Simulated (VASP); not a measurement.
# Mg2Si (Fm-3m) in VASP: notebook

The runs below take Mg2Si through single point, with r2SCAN, PBE.

Everything below comes from runs of VASP 6.6.1. Logs are shortened: lines on timing, memory, paths and dates and some standing lists are left out, and cuts for length are marked.

### Step 1. The cell of the first run

Symmetry: Fm-3m, No. 225, cubic system. The conventional cell has a = 6.209 Å, b = 6.209 Å, c = 6.209 Å, α = 90.00°, β = 90.00°, γ = 90.00°. Mg (site symmetry -43m) has 4 Si at 2.69 Å and 6 Mg at 3.10 Å within 3.5 Å. Si (site symmetry m-3m) has 8 Mg at 2.69 Å within 3.5 Å.

### Step 2. Single point, r2SCAN (19.94 Å³/atom)

Input file POSCAR:

```
Mg2Si
1.0
    0.0000000000      3.1042795293      3.1042795293
    3.1042795293      0.0000000000      3.1042795293
    3.1042795293      3.1042795293      0.0000000000
Mg Si
2 1
Direct
    0.2500000000      0.2500000000      0.2500000000
    0.7500000000      0.7500000000      0.7500000000
    0.0000000000      0.0000000000      0.0000000000
```

Input file INCAR.step1:

```
SYSTEM = Mg2Si
PREC = Accurate ; ENCUT = 660
ISMEAR = 0 ; SIGMA = 0.01
LREAL = .FALSE. ; LASPH = .TRUE.
NELM = 120 ; NBANDS = 11
GGA = PE ; ALGO = Normal
EDIFF = 1E-5 ; LWAVE = .TRUE.
LCHARG = .FALSE. ; GGA_COMPAT = .FALSE.
```

Input file INCAR.step2:

```
SYSTEM = Mg2Si
PREC = Accurate ; ENCUT = 660
EDIFF = 1E-6 ; ISMEAR = 0
SIGMA = 0.01 ; LREAL = .FALSE.
LASPH = .TRUE. ; NELM = 120
ALGO = Normal ; ISIF = 2
LWAVE = .FALSE. ; LCHARG = .FALSE.
METAGGA = R2SCAN ; LMIXTAU = .TRUE.
NBANDS = 11 ; ISTART = 1
GGA_COMPAT = .FALSE.
```

Input file KPOINTS:

```
Automatic mesh
0
G
  6 6 6
  0 0 0
```

Potentials or basis: VASP PAW PBE potentials, release 64 (Mg, Si).

Started as:

```console
$ cat potpaw_PBE.64/Mg/POTCAR potpaw_PBE.64/Si/POTCAR > POTCAR
$ cp INCAR.step1 INCAR
$ mpirun -np 1 vasp_std > vasp.out
$ cp INCAR.step2 INCAR
$ mpirun -np 1 vasp_std > vasp.out
```

OUTCAR:

```text
SYSTEM = Mg2Si
   PREC = Accurate
   ENCUT = 660
   EDIFF = 1E-6
   ISMEAR = 0
   LREAL = .FALSE.
   LASPH = .TRUE.
   NELM = 120
   ISIF = 2
   METAGGA = R2SCAN
   ISTART = 1

 ion  position               nearest neighbor table
   1  0.250  0.250  0.250-   3 2.69   3 2.69   3 2.69   3 2.69   2 3.10   2 3.10   2 3.10   2 3.10
                             2 3.10   2 3.10
   2  0.750  0.750  0.750-   3 2.69   3 2.69   3 2.69   3 2.69   1 3.10   1 3.10   1 3.10   1 3.10
                             1 3.10   1 3.10
   3  0.000  0.000  0.000-   1 2.69   2 2.69   2 2.69   2 2.69   2 2.69   1 2.69   1 2.69   1 2.69

  LATTYP: Found a face centered cubic cell.
 ALAT       =     6.2085590586

  Lattice vectors:

 A1 = (   0.0000000000,   3.1042795293,   3.1042795293)
 A2 = (   3.1042795293,   0.0000000000,   3.1042795293)
 A3 = (   3.1042795293,   3.1042795293,   0.0000000000)

Analysis of symmetry for initial positions (statically):
=====================================================================
 Subroutine PRICEL returns:
 Original cell was already a primitive cell.

 Routine SETGRP: Setting up the symmetry group for a
 face centered cubic supercell.

 Subroutine GETGRP returns: Found 48 space group operations
 (whereof 48 operations were pure point group operations)
 out of a pool of 48 trial point group operations.

The static configuration has the point symmetry O_h .

Analysis of symmetry for dynamics (positions and initial velocities):
=====================================================================
 Subroutine PRICEL returns:
 Original cell was already a primitive cell.

 Routine SETGRP: Setting up the symmetry group for a
 face centered cubic supercell.

 Subroutine GETGRP returns: Found 48 space group operations
 (whereof 48 operations were pure point group operations)
 out of a pool of 48 trial point group operations.

The dynamic configuration has the point symmetry O_h .

 Subroutine INISYM returns: Found 48 space group operations
 (whereof 48 operations are pure point group operations),
 and found     1 'primitive' translations

----------------------------------------------------------------------------------------

                                     Primitive cell

  volume of cell :      59.8291

  direct lattice vectors                    reciprocal lattice vectors
     0.000000000  3.104279529  3.104279529    -0.161067969  0.161067969  0.161067969
     3.104279529  0.000000000  3.104279529     0.161067969 -0.161067969  0.161067969
     3.104279529  3.104279529  0.000000000     0.161067969  0.161067969 -0.161067969

  length of vectors
     4.390114212  4.390114212  4.390114212     0.278977906  0.278977906  0.278977906

  position of ions in fractional coordinates (direct lattice)
     0.250000000  0.250000000  0.250000000
     0.750000000  0.750000000  0.750000000
     0.000000000  0.000000000  0.000000000

  ion indices of the primitive-cell ions
   primitive index   ion index
                 1           1
                 2           2
                 3           3

----------------------------------------------------------------------------------------

 KPOINTS: Automatic mesh

Automatic generation of k-mesh.
 Grid dimensions read from file:
 generate k-points for:    6    6    6

 Generating k-lattice:

  Cartesian coordinates                     Fractional coordinates (reciprocal lattice)
    -0.026844662  0.026844662  0.026844662     0.166666667  0.000000000  0.000000000
     0.026844662 -0.026844662  0.026844662     0.000000000  0.166666667  0.000000000
     0.026844662  0.026844662 -0.026844662     0.000000000  0.000000000  0.166666667

  Length of vectors
     0.046496318  0.046496318  0.046496318

  Shift w.r.t. Gamma in fractional coordinates (k-lattice)
     0.000000000  0.000000000  0.000000000

 Subroutine IBZKPT returns following result:
 ===========================================

 Found     16 irreducible k-points:

 Following reciprocal coordinates:
            Coordinates               Weight
  0.000000  0.000000  0.000000      1.000000
  0.166667  0.000000  0.000000      8.000000
  0.333333  0.000000  0.000000      8.000000
  0.500000  0.000000  0.000000      4.000000
  0.166667  0.166667  0.000000      6.000000
  0.333333  0.166667  0.000000     24.000000
[... 8 lines left out ...]
 -0.333333  0.333333  0.166667     24.000000
 -0.333333  0.500000  0.166667     12.000000
   k-points           NKPTS =     16   k-points in BZ     NKDIM =     16   number of bands    NBANDS=     11
   number of dos      NEDOS =    301   number of ions     NIONS =      3
   total plane-waves  NPLWV =  64000
   dimension x,y,z NGX =    40 NGY =   40 NGZ =   40
   dimension x,y,z NGXF=    80 NGYF=   80 NGZF=   80
   ions per type =               2   1
   NGX,Y,Z   is equivalent  to a cutoff of  15.15, 15.15, 15.15 a.u.
   NGXF,Y,Z  is equivalent  to a cutoff of  30.29, 30.29, 30.29 a.u.
 SYSTEM =  Mg2Si
   PREC   = accura    normal or accurate (medium, high low for compatibility)
   ISTART =      1    job   : 0-new  1-cont  2-samecut
   ICHARG =      0    charge: 1-file 2-atom 10-const
   ISPIN  =      1    spin polarized calculation?
   LNONCOLLINEAR =      F non collinear calculations
   LSORBIT =      F    spin-orbit coupling
   LASPH  =      T    aspherical Exc in radial PAW
   ENCUT  =  660.0 eV  48.51 Ry    6.96 a.u.   9.20  9.20  9.20*2*pi/ulx,y,z
   NELM   =    120;   NELMIN=  2; NELMDL=  0     # of ELM steps
   EDIFF  = 0.1E-05   stopping-criterion for ELM
   LREAL  =      F    real-space projection
   EDIFFG = 0.1E-04   stopping-criterion for IOM
   NSW    =      0    number of steps for IOM
   IBRION =     -1    ionic relax: 0-MD 1-quasi-New 2-CG
   NFREE  =      0    steps in history (QN), initial steepest desc. (CG)
   ISIF   =      2    stress and relaxation
   ISYM   =      2    0-nonsym 1-usesym 2-fastsym
   POTIM  = 0.5000    time-step for ionic-motion
   TEBEG  =    0.0;   TEEND  =   0.0 temperature during run
   PSTRESS=    0.0 pullay stress
   NELECT =       8.0000    total number of electrons
   NUPDOWN=      -1.0000    fix difference up-down
   EMIN   =  10.00;   EMAX   =-10.00  energy-range for DOS
   EFERMI =   0.00;   METHOD = LEGACY
   ISMEAR =     0;   SIGMA  =   0.01  broadening in eV -4-tet -1-fermi 0-gaus
   EFERMI_NEDOS =   21; number of points for ismear=-14 and -15
   IALGO  =     38    algorithm
   IMIX   =      4    mixing-type and parameters
     AMIX     =   0.40;   BMIX     =  1.00
     AMIX_MAG =   1.60;   BMIX_MAG =  1.00
  volume/ion in A,a.u.               =      19.94       134.58
  Fermi-wavevector in a.u.,A,eV,Ry     =   0.837145  1.581975  9.535122  0.700812
  Thomas-Fermi vector in A             =   1.950986
   LORBIT       =      0    0 simple, 1 ext, 2 COOP (PROOUT), +10 PAW based schemes
   METAGGA = R2SCAN    functional components
   LHFCALC =     F    Hartree Fock is set to
   AEXX    =    0.0000 exact exchange contribution
   IVDW    =     0    specifies the selected vdW correction
   LEPSILON=     F    determine dielectric tensor
   LRPA    =     F    only Hartree local field effects (RPA)
 non-spin polarized calculation
 Gauss-broadening in eV      SIGMA  =   0.01
  energy-cutoff  :      660.00
  volume of cell :       59.83
 maximum number of plane-waves:      2332
 NGX is ok and might be reduce to    40
   NGX = 19   NGY = 19   NGZ = 19

 number of electron       8.0000000 magnetization

 Free energy of the ion-electron system (eV)
  ---------------------------------------------------
  ext. energy  EPLUGINS =         0.00000000
  ---------------------------------------------------
  free energy    TOTEN  =       -17.63041938 eV

  energy without entropy =      -17.63041938  energy(sigma->0) =      -17.63041938

 E-fermi :   4.0113     XC(G=0):  -9.4272

 val. band max:        3.9564296234   @ k =   0.0000   0.0000   0.0000
 cond. band min:       4.3269622878   @ k =   0.5000   0.5000   0.0000
 fundamental gap:      0.3705326644
 Fermi energy:         4.0113172570

 k-point     1 :       0.0000    0.0000    0.0000
  band No.  band energies     occupation
      1      -5.8689      2.00000
      2       3.9564      2.00000
      3       3.9564      2.00000
      4       3.9564      2.00000
      5       6.8568      0.00000
      6       6.8913      0.00000
      7       6.8913      0.00000
      8       6.8913      0.00000
      9       9.9853      0.00000
     10       9.9853      0.00000
     11      12.1976      0.00000

 k-point     2 :       0.1667    0.0000    0.0000
  band No.  band energies     occupation
      1      -5.5925      2.00000
      2       2.2090      2.00000
      3       3.6907      2.00000
      4       3.6907      2.00000
      5       6.5647      0.00000
      6       7.3284      0.00000
      7       7.3284      0.00000
      8       8.6325      0.00000
      9       9.2850      0.00000
     10       9.2850      0.00000
     11      11.5984      0.00000

 k-point     3 :       0.3333    0.0000    0.0000
  band No.  band energies     occupation
      1      -4.8511      2.00000
      2      -0.0330      2.00000
      3       3.3297      2.00000
      4       3.3297      2.00000
      5       6.1213      0.00000
      6       7.1115      0.00000
      7       7.1115      0.00000
      8       9.9690      0.00000
      9      10.3401      0.00000
     10      10.3401      0.00000
     11      11.9422      0.00000
[... 155 lines left out ...]
 k-point    15 :      -0.3333    0.3333    0.1667
  band No.  band energies     occupation
      1      -3.7779      2.00000
      2      -0.4285      2.00000
      3       0.7216      2.00000
      4       1.8375      2.00000
      5       6.5772      0.00000
      6       7.2846      0.00000
      7       8.9884      0.00000
      8       9.6096      0.00000
      9      10.7244      0.00000
     10      13.1430      0.00000
     11      14.0276      0.00000

 k-point    16 :      -0.3333    0.5000    0.1667
  band No.  band energies     occupation
      1      -3.5774      2.00000
      2      -0.3589      2.00000
      3       0.7755      2.00000
      4       1.2121      2.00000
      5       5.9843      0.00000
      6       6.5916      0.00000
      7       9.6954      0.00000
      8       9.8671      0.00000
      9      13.2983      0.00000
     10      13.3142      0.00000
     11      13.9212      0.00000

------------------------ aborting loop because EDIFF is reached ----------------------------------------

  FORCE on cell =-STRESS in cart. coord.  units (eV):
  Direction    XX          YY          ZZ          XY          YZ          ZX
  --------------------------------------------------------------------------------------
  -------------------------------------------------------------------------------------
  Total        1.4096931      1.4096931      1.4096931      0.0000000      0.0000000     -0.0000000
  in kB       37.7504978     37.7504978     37.7504978      0.0000000      0.0000000     -0.0000000
  external PRESSURE =      37.7504978 kB  Pullay stress =       0.0000000 kB

 VOLUME and BASIS-vectors are now :
 -----------------------------------------------------------------------------
  energy-cutoff  :      660.00
  volume of cell :       59.83
      direct lattice vectors                 reciprocal lattice vectors
     0.000000000  3.104279529  3.104279529    -0.161067969  0.161067969  0.161067969
     3.104279529  0.000000000  3.104279529     0.161067969 -0.161067969  0.161067969
     3.104279529  3.104279529  0.000000000     0.161067969  0.161067969 -0.161067969

 POSITION                                       TOTAL-FORCE (eV/Angst)
 -----------------------------------------------------------------------------------
      1.55214      1.55214      1.55214         0.000000     -0.000000      0.000000
      4.65642      4.65642      4.65642        -0.000000      0.000000      0.000000
      0.00000      0.00000      0.00000        -0.000000      0.000000     -0.000000
 -----------------------------------------------------------------------------------
    total drift:                               -0.000000      0.000000      0.000000

  FREE ENERGIE OF THE ION-ELECTRON SYSTEM (eV)
  ---------------------------------------------------
  free  energy   TOTEN  =       -17.6304193783 eV

  energy  without entropy=      -17.6304193783  energy(sigma->0) =      -17.63041938
```

Wall time 2.2 min (1 thread of Intel Xeon 8259CL, shared host); peak memory 0.26 GiB.

Results:

| Property | Result |
| --- | --- |
| Free energy | -17.6304 eV |
| Pressure | 3.8 GPa |
| Band gap on the k mesh | 0.37 eV (least direct gap 2.50 eV) |

Caveat: the cell stands under pressure; semilocal functionals underestimate gaps, and a narrow one can read as zero; the PAW data sets were made with another functional, which shifts forces and pressure a little. A k mesh can miss the band edges.

### Step 3. Single point, r2SCAN (20.58 Å³/atom)

This run uses another cell than the first one, of 20.58 Å³/atom.

Input file POSCAR:

```
Mg2Si
1.0
    0.0000000000      3.1369585574      3.1369585574
    3.1369585574      0.0000000000      3.1369585574
    3.1369585574      3.1369585574      0.0000000000
Mg Si
2 1
Direct
    0.2500000000      0.2500000000      0.2500000000
    0.7500000000      0.7500000000      0.7500000000
    0.0000000000      0.0000000000      0.0000000000
```

Input file INCAR.step1:

```
SYSTEM = Mg2Si
PREC = Accurate
ENCUT = 660
ISMEAR = 0
SIGMA = 0.01
LREAL = .False.
LASPH = .True.
NELM = 120
NBANDS = 11
GGA = PE
ALGO = Normal
EDIFF = 1E-5
LWAVE = .True.
LCHARG = .False.
GGA_COMPAT = .False.
```

Input file INCAR.step2:

```
SYSTEM = Mg2Si
PREC = Accurate
ENCUT = 660
EDIFF = 1E-6
ISMEAR = 0
SIGMA = 0.01
LREAL = .False.
LASPH = .True.
NELM = 120
ALGO = Normal
ISIF = 2
LWAVE = .False.
LCHARG = .True.
METAGGA = R2SCAN
LMIXTAU = .True.
LELF = .True.
LVHAR = .True.
NBANDS = 11
ISTART = 1
GGA_COMPAT = .False.
```

Input file KPOINTS:

```
Automatic mesh
0
Gamma
  6 6 6
  0 0 0
```

Potentials or basis: VASP PAW PBE potentials, release 64 (Mg, Si).

Started as:

```console
$ cat potpaw_PBE.64/Mg/POTCAR potpaw_PBE.64/Si/POTCAR > POTCAR
$ cp INCAR.step1 INCAR
$ mpirun -np 1 vasp_std > vasp.out
$ cp INCAR.step2 INCAR
$ mpirun -np 1 vasp_std > vasp.out
```

OUTCAR:

```text
SYSTEM = Mg2Si
   PREC = Accurate
   ENCUT = 660
   EDIFF = 1E-6
   ISMEAR = 0
   LREAL = .False.
   LASPH = .True.
   NELM = 120
   ISIF = 2
   METAGGA = R2SCAN
   ISTART = 1

 ion  position               nearest neighbor table
   1  0.250  0.250  0.250-   3 2.72   3 2.72   3 2.72   3 2.72   2 3.14   2 3.14   2 3.14   2 3.14
                             2 3.14   2 3.14
   2  0.750  0.750  0.750-   3 2.72   3 2.72   3 2.72   3 2.72   1 3.14   1 3.14   1 3.14   1 3.14
                             1 3.14   1 3.14
   3  0.000  0.000  0.000-   2 2.72   2 2.72   2 2.72   1 2.72   2 2.72   1 2.72   1 2.72   1 2.72

[... 412 lines left out ...]
  --------------------------------------------------------------------------------------
  -------------------------------------------------------------------------------------
  Total        0.6127671      0.6127671      0.6127671     -0.0000000     -0.0000000     -0.0000000
  in kB       15.9019252     15.9019252     15.9019252     -0.0000000     -0.0000000     -0.0000000
  external PRESSURE =      15.9019252 kB  Pullay stress =       0.0000000 kB

 VOLUME and BASIS-vectors are now :
 -----------------------------------------------------------------------------
  energy-cutoff  :      660.00
  volume of cell :       61.74
      direct lattice vectors                 reciprocal lattice vectors
     0.000000000  3.136958557  3.136958557    -0.159390056  0.159390056  0.159390056
     3.136958557  0.000000000  3.136958557     0.159390056 -0.159390056  0.159390056
     3.136958557  3.136958557  0.000000000     0.159390056  0.159390056 -0.159390056

 POSITION                                       TOTAL-FORCE (eV/Angst)
 -----------------------------------------------------------------------------------
      1.56848      1.56848      1.56848         0.000000      0.000000      0.000000
      4.70544      4.70544      4.70544        -0.000000     -0.000000     -0.000000
      0.00000      0.00000      0.00000         0.000000      0.000000      0.000000
 -----------------------------------------------------------------------------------
    total drift:                               -0.000000      0.000000      0.000000

  FREE ENERGIE OF THE ION-ELECTRON SYSTEM (eV)
  ---------------------------------------------------
  free  energy   TOTEN  =       -17.6620149312 eV

  energy  without entropy=      -17.6620149312  energy(sigma->0) =      -17.66201493
```

OSZICAR.step1:

```text
N       E                     dE             d eps       ncg     rms          rms(c)
DAV:   1     0.648018669840E+01    0.64802E+01   -0.32158E+03   352   0.662E+02
DAV:   2    -0.892012475345E+01   -0.15400E+02   -0.14687E+02   466   0.750E+01
DAV:   3    -0.943974628866E+01   -0.51962E+00   -0.51785E+00   443   0.109E+01
DAV:   4    -0.944385288004E+01   -0.41066E-02   -0.41060E-02   445   0.120E+00
DAV:   5    -0.944390167119E+01   -0.48791E-04   -0.48791E-04   419   0.131E-01    0.359E+00
DAV:   6    -0.894869782923E+01    0.49520E+00   -0.98752E-01   382   0.337E+00    0.200E+00
DAV:   7    -0.887720511975E+01    0.71493E-01   -0.37889E-01   409   0.224E+00    0.954E-01
DAV:   8    -0.887750803914E+01   -0.30292E-03   -0.14429E-02   397   0.613E-01    0.260E-01
DAV:   9    -0.887743539592E+01    0.72643E-04   -0.32486E-04   422   0.902E-02    0.131E-01
DAV:  10    -0.887750628669E+01   -0.70891E-04   -0.13294E-04   394   0.539E-02    0.484E-02
DAV:  11    -0.887750126407E+01    0.50226E-05   -0.73249E-06   261   0.110E-02
   1 F= -.88775013E+01 E0= -.88775013E+01  d E =-.756727E-23
```

Run time: 2.5 min. Hardware: 1 thread of Intel Xeon 8259CL, shared host; peak memory 0.25 GiB.

What came out:

```yaml
Free_energy: -17.6620 eV
Pressure: 1.6 GPa
Band_gap_on_the_k_mesh: 0.41 eV (least direct gap 2.49 eV)
```

Caveat: semilocal functionals underestimate gaps, and a narrow one can read as zero; the PAW data sets were made with another functional, which shifts forces and pressure a little. A k mesh can miss the band edges.

(Part 1 of 2 ends here.)
